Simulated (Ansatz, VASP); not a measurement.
## FeO: VASP beside Ansatz

Contents of INCAR:

```
ALGO = Normal
EDIFF = 1E-6
ENCUT = 520
GGA = PS
ISIF = 2
ISMEAR = -1
ISPIN = 2
LASPH = True
LCHARG = True
LELF = True
LMAXMIX = 4
LORBIT = 11
LREAL = False
LVHAR = True
LWAVE = False
MAGMOM = 3 0
NBANDS = 18
NELM = 150
PREC = Accurate
SIGMA = 0.05
```

File KPOINTS:

```
k-points
0
Gamma
  11 11 11
```

Contents of POSCAR:

```
FeO
1.0
    0.0000000000      2.1976734774      2.1976734774
    2.1976734774      0.0000000000      2.1976734774
    2.1976734774      2.1976734774      0.0000000000
Fe O
1 1
Direct
    0.0000000000      0.0000000000      0.0000000000
    0.5000000000      0.5000000000      0.5000000000
```

Contents of input.yaml:

```yaml
crystal:
  lattice:
    - [0.0, 2.1976734774, 2.1976734774]
    - [2.1976734774, 0.0, 2.1976734774]
    - [2.1976734774, 2.1976734774, 0.0]
  atoms:
    - { symbol: Fe, position: [0.0, 0.0, 0.0], spin: 3.0 }
    - { symbol: O, position: [0.5, 0.5, 0.5] }
kpoints:
  mp_grid: { grid: [11, 11, 11] }
scf:
  occupations: { method: fermi_dirac, width: 0.05 }
hamiltonian:
  xc: pbesol
  pseudopotentials: { kind: all_electron, lapw: { basis_error: 0.0005 } }
magnetization:
  spin_polarized: true
output:
  forces: true
  stress: true
  eigenvalues: true
```

Change from the starting cell: volume scaled by 1.06.

Alike in both runs: task single point; functional PBEsol; k mesh 11 × 11 × 11; occupations fermi-dirac, width 0.05 eV; collinear spin.

```csv
,VASP,Ansatz
version,VASP 6.6.1,Ansatz 0.2.0
potentials or method,"VASP PAW PBE potentials, release 64 (Fe, O), cutoff 520 eV","all-electron LAPW, scalar-relativistic"
```

VASP gave:

- gap on the k mesh at the Fermi level (eV): none
- pressure (GPa): -17.1
- net moment per atom (μB): 2.00
- size of the moment on the site where the two differ most (μB): 0.29

Problem. What did Ansatz give for the same quantities?

Solution. gap on the k mesh at the Fermi level (eV): none; pressure (GPa): -17.2; net moment per atom (μB): 2.00; size of the moment on the site where the two differ most (μB): 0.31.

VASP's potentials were made for PBE, not for PBEsol. Site moments also hang on the region over which each program counts them. A gap of «none» marks a metal or a gap that the smearing closes. Ansatz ran all-electron here, and VASP with PAW potentials.
